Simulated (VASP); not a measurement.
# Na2Hg3Br2 (I2_13) in VASP: single point with PBE

Aim: the single point of Na2Hg3Br2 with PBE.

Program: VASP 6.6.1. These are calculated values, not measurements. Logs are shortened: lines on timing, memory, paths and dates and some standing lists are left out, and cuts for length are marked.

**1. The cell of the first run**

The structure is cubic, space group I2_13 (No. 199). The conventional cell has a = 9.123 Å, b = 9.123 Å, c = 9.123 Å, α = 90.00°, β = 90.00°, γ = 90.00°. Within 3.4 Å of Na (site symmetry 3) lie 1 Br at 2.59 Å and 3 Hg at 2.97 Å. Within 3.6 Å of Br (site symmetry 3) lie 4 Na at 2.59 to 3.58 Å and 6 Hg at 3.42 to 3.44 Å. Within 3.9 Å of Hg (site symmetry 2) lie 2 Na at 2.97 Å and 4 Hg at 3.07 Å and 4 Br at 3.42 to 3.44 Å.

**2. Single point, PBE**

INCAR

```
PREC = Accurate
ENCUT = 520
EDIFF = 1E-6
ISMEAR = -1
SIGMA = 0.1
LREAL = F
LASPH = T
NELM = 60
ALGO = Normal
ISIF = 2
LWAVE = F
LCHARG = T
GGA = PE
LELF = T
LVHAR = T
NBANDS = 77
```

KPOINTS

```
regular mesh
0
Gamma
  5 5 5
```

POSCAR

```
Na2Hg3Br2
1.0
   -4.5613630000      4.5613630000      4.5613630000
    4.5613630000     -4.5613630000      4.5613630000
    4.5613630000      4.5613630000     -4.5613630000
Na Br Hg
4 4 6
Direct
    0.6176262643      0.6176262643      0.6176262643
    0.5000000000      0.0000000000      0.8823737357
    0.8823737357      0.5000000000      0.0000000000
    0.0000000000      0.8823737357      0.5000000000
   -0.0548291369     -0.0548291369     -0.0548291369
    0.5000000000      0.0000000000      0.5548291369
    0.5548291369      0.5000000000      0.0000000000
    0.0000000000      0.5548291369      0.5000000000
    0.2500000000      0.4736350925      0.2236350925
    0.7500000000      1.0263649075      0.2763649075
    0.2236350925      0.2500000000      0.4736350925
    0.2763649075      0.7500000000      1.0263649075
    0.4736350925      0.2236350925      0.2500000000
    1.0263649075      0.2763649075      0.7500000000
```

Potentials or basis: VASP PAW PBE potentials, release 64 (Na_pv, Br, Hg).

Started as:

```console
$ cat potpaw_PBE.64/Na_pv/POTCAR potpaw_PBE.64/Br/POTCAR potpaw_PBE.64/Hg/POTCAR > POTCAR
$ mpirun -np 1 vasp_std > vasp.out
```

OUTCAR:

```text
PREC = Accurate
   ENCUT = 520
   EDIFF = 1E-6
   ISMEAR = -1
   LREAL = F
   LASPH = T
   NELM = 60
   ISIF = 2
   GGA = PE

 ion  position               nearest neighbor table
   1  0.618  0.618  0.618-   5 2.59   9 2.97  11 2.97  13 2.97
   2  0.500  0.000  0.882-   6 2.59  10 2.97  12 2.97  13 2.97
   3  0.882  0.500  0.000-   7 2.59  12 2.97   9 2.97  14 2.97
   4  0.000  0.882  0.500-   8 2.59  10 2.97  11 2.97  14 2.97
   5  0.945  0.945  0.945-   1 2.59
   6  0.500  0.000  0.555-   2 2.59
   7  0.555  0.500  0.000-   3 2.59
   8  0.000  0.555  0.500-   4 2.59
   9  0.250  0.474  0.224-   1 2.97   3 2.97  11 3.07  12 3.07  14 3.07  13 3.07
  10  0.750  0.026  0.276-   2 2.97   4 2.97  11 3.07  12 3.07  13 3.07  14 3.07
  11  0.224  0.250  0.474-   1 2.97   4 2.97  10 3.07   9 3.07  13 3.07  14 3.07
  12  0.276  0.750  0.026-   3 2.97   2 2.97   9 3.07  10 3.07  13 3.07  14 3.07
  13  0.474  0.224  0.250-   1 2.97   2 2.97  10 3.07  11 3.07  12 3.07   9 3.07
  14  0.026  0.276  0.750-   3 2.97   4 2.97   9 3.07  10 3.07  11 3.07  12 3.07

  LATTYP: Found a body centered cubic cell.
 ALAT       =     9.1227260000

  Lattice vectors:

 A1 = (  -4.5613630000,   4.5613630000,   4.5613630000)
 A2 = (   4.5613630000,  -4.5613630000,   4.5613630000)
 A3 = (   4.5613630000,   4.5613630000,  -4.5613630000)

Analysis of symmetry for initial positions (statically):
=====================================================================
 Subroutine PRICEL returns:
 Original cell was already a primitive cell.

 Routine SETGRP: Setting up the symmetry group for a
 body centered cubic supercell.

 Subroutine GETGRP returns: Found 12 space group operations
 (whereof  3 operations were pure point group operations)
 out of a pool of 48 trial point group operations.

The static configuration has the point symmetry C_3 .
 The point group associated with its full space group is T   .

Analysis of symmetry for dynamics (positions and initial velocities):
=====================================================================
 Subroutine PRICEL returns:
 Original cell was already a primitive cell.

 Routine SETGRP: Setting up the symmetry group for a
 body centered cubic supercell.

 Subroutine GETGRP returns: Found 12 space group operations
 (whereof  3 operations were pure point group operations)
 out of a pool of 48 trial point group operations.

The dynamic configuration has the point symmetry C_3 .
[... 122 lines left out ...]
   NUPDOWN=      -1.0000    fix difference up-down
   EMIN   =  10.00;   EMAX   =-10.00  energy-range for DOS
   EFERMI =   0.00;   METHOD = LEGACY
   ISMEAR =    -1;   SIGMA  =   0.10  broadening in eV -4-tet -1-fermi 0-gaus
   EFERMI_NEDOS =   21; number of points for ismear=-14 and -15
   IALGO  =     38    algorithm
   IMIX   =      4    mixing-type and parameters
     AMIX     =   0.40;   BMIX     =  1.00
     AMIX_MAG =   1.60;   BMIX_MAG =  1.00
  volume/ion in A,a.u.               =      27.12       182.98
  Fermi-wavevector in a.u.,A,eV,Ry     =   1.139454  2.153256 17.665203  1.298356
  Thomas-Fermi vector in A             =   2.276158
   LORBIT       =      0    0 simple, 1 ext, 2 COOP (PROOUT), +10 PAW based schemes
   GGA     = PE    functional components
   LHFCALC =     F    Hartree Fock is set to
   AEXX    =    0.0000 exact exchange contribution
   IVDW    =     0    specifies the selected vdW correction
   LEPSILON=     F    determine dielectric tensor
   LRPA    =     F    only Hartree local field effects (RPA)
 non-spin polarized calculation
  energy-cutoff  :      520.00
  volume of cell :      379.62
 maximum number of plane-waves:     10241
   NGX = 29   NGY = 29   NGZ = 29

 number of electron     128.0000038 magnetization

 Free energy of the ion-electron system (eV)
  ---------------------------------------------------
  ext. energy  EPLUGINS =         0.00000000
  ---------------------------------------------------
  free energy    TOTEN  =       -20.42060009 eV

  energy without entropy =      -20.39940521  energy(sigma->0) =      -20.41000265

 E-fermi :   1.5392     XC(G=0):  -8.7697

 val. band max:        1.2345258098   @ k =   0.0000   0.0000   0.0000
 cond. band min:       1.6332388628   @ k =  -0.4000   0.4000   0.4000
 fundamental gap:      0.3987130530
 Fermi energy:         1.5392214083

 k-point     1 :       0.0000    0.0000    0.0000
  band No.  band energies     occupation
      1     -22.8291      2.00000
      2     -22.8291      2.00000
      3     -22.8247      2.00000
      4     -22.8247      2.00000
      5     -22.8247      2.00000
      6     -22.8145      2.00000
[... 858 lines left out ...]
     75       6.2335      0.00000
     76       6.4612      0.00000
 [bands above 76 left out]

------------------------ aborting loop because EDIFF is reached ----------------------------------------

  FORCE on cell =-STRESS in cart. coord.  units (eV):
  Direction    XX          YY          ZZ          XY          YZ          ZX
  --------------------------------------------------------------------------------------
  -------------------------------------------------------------------------------------
  Total       11.3553452     11.3553452     11.3553452     -0.0000000     -0.0000000     -0.0000000
  in kB       47.9255413     47.9255413     47.9255413     -0.0000000     -0.0000000     -0.0000000
  external PRESSURE =      47.9255413 kB  Pullay stress =       0.0000000 kB

 VOLUME and BASIS-vectors are now :
 -----------------------------------------------------------------------------
  energy-cutoff  :      520.00
  volume of cell :      379.62
      direct lattice vectors                 reciprocal lattice vectors
    -4.561363000  4.561363000  4.561363000     0.000000000  0.109616358  0.109616358
     4.561363000 -4.561363000  4.561363000     0.109616358  0.000000000  0.109616358
     4.561363000  4.561363000 -4.561363000     0.109616358  0.109616358  0.000000000

 POSITION                                       TOTAL-FORCE (eV/Angst)
 -----------------------------------------------------------------------------------
      2.81722      2.81722      2.81722        -0.005628     -0.005628     -0.005628
      1.74415      6.30551     -1.74415         0.005628      0.005628     -0.005628
     -1.74415      1.74415      6.30551        -0.005628      0.005628      0.005628
      6.30551     -1.74415      1.74415         0.005628     -0.005628      0.005628
      4.31127      4.31127      4.31127         0.000873      0.000873      0.000873
      0.25010      4.81146     -0.25010        -0.000873     -0.000873      0.000873
     -0.25010      0.25010      4.81146         0.000873     -0.000873     -0.000873
      4.81146     -0.25010      0.25010        -0.000873      0.000873     -0.000873
      2.04016      0.00000      2.28068         0.018689     -0.000000      0.000000
     -2.04016      4.56136      2.28068        -0.018689     -0.000000      0.000000
      2.28068      2.04016      0.00000         0.000000      0.018689      0.000000
      2.28068     -2.04016      4.56136         0.000000     -0.018689      0.000000
      0.00000      2.28068      2.04016         0.000000     -0.000000      0.018689
      4.56136      2.28068     -2.04016         0.000000     -0.000000     -0.018689
 -----------------------------------------------------------------------------------
    total drift:                               -0.000009     -0.000009     -0.000012

  FREE ENERGIE OF THE ION-ELECTRON SYSTEM (eV)
  ---------------------------------------------------
  free  energy   TOTEN  =       -20.4206000924 eV

  energy  without entropy=      -20.3994052129  energy(sigma->0) =      -20.41000265
```

OSZICAR:

```text
N       E                     dE             d eps       ncg     rms          rms(c)
DAV:   1     0.125871523551E+04    0.12587E+04   -0.59661E+04  1694   0.165E+03
DAV:   2     0.120074773203E+03   -0.11386E+04   -0.10950E+04  1726   0.438E+02
DAV:   3    -0.136176553371E+02   -0.13369E+03   -0.12724E+03  1933   0.143E+02
DAV:   4    -0.219779805060E+02   -0.83603E+01   -0.82561E+01  1900   0.323E+01
DAV:   5    -0.221806128951E+02   -0.20263E+00   -0.20206E+00  1847   0.572E+00    0.938E+00
DAV:   6    -0.205270081810E+02    0.16536E+01   -0.21111E+00  2022   0.924E+00    0.613E+00
DAV:   7    -0.204110476797E+02    0.11596E+00   -0.21724E+00  1860   0.431E+00    0.365E+00
DAV:   8    -0.204325063701E+02   -0.21459E-01   -0.42260E-01  1777   0.330E+00    0.106E+00
DAV:   9    -0.204160153374E+02    0.16491E-01   -0.60309E-02  1879   0.165E+00    0.328E-01
DAV:  10    -0.204199701417E+02   -0.39548E-02   -0.15971E-02  1826   0.370E-01    0.154E-01
DAV:  11    -0.204203879330E+02   -0.41779E-03   -0.28711E-03  1837   0.275E-01    0.680E-02
DAV:  12    -0.204205891881E+02   -0.20126E-03   -0.71990E-04  1844   0.977E-02    0.410E-02
DAV:  13    -0.204205944127E+02   -0.52246E-05   -0.25630E-05  1714   0.155E-02    0.272E-02
DAV:  14    -0.204205983853E+02   -0.39726E-05   -0.18360E-05  1716   0.198E-02    0.147E-02
DAV:  15    -0.204205998958E+02   -0.15104E-05   -0.65610E-06  1530   0.744E-03    0.267E-03
DAV:  16    -0.204206000924E+02   -0.19664E-06   -0.41675E-07  1070   0.272E-03
   1 F= -.20420600E+02 E0= -.20410003E+02  d E =-.211949E-01
```

Run time: 15 min. Hardware: 1 thread of Intel Xeon 8259CL, shared host; peak memory 0.64 GiB.

What came out:

```yaml
Free_energy: -20.4206 eV
Pressure: 4.8 GPa
Largest_force: 0.019 eV/Å
Band_gap_on_the_k_mesh: 0.40 eV (least direct gap 1.01 eV)
```

Forces in eV/Å, atoms in the order of the input:
```
Na  -0.006 -0.006 -0.006
Na   0.006  0.006 -0.006
Na  -0.006  0.006  0.006
Na   0.006 -0.006  0.006
Br   0.001  0.001  0.001
Br  -0.001 -0.001  0.001
Br   0.001 -0.001 -0.001
Br  -0.001  0.001 -0.001
Hg   0.019  0.000  0.000
Hg  -0.019  0.000  0.000
Hg   0.000  0.019  0.000
Hg   0.000 -0.019  0.000
Hg   0.000  0.000  0.019
Hg   0.000  0.000 -0.019
```

Caveat: the cell stands under pressure; spin-orbit coupling is left out, which moves the levels of the heavy elements; an odd mesh through Γ misses points on the zone boundary, where band edges can lie.
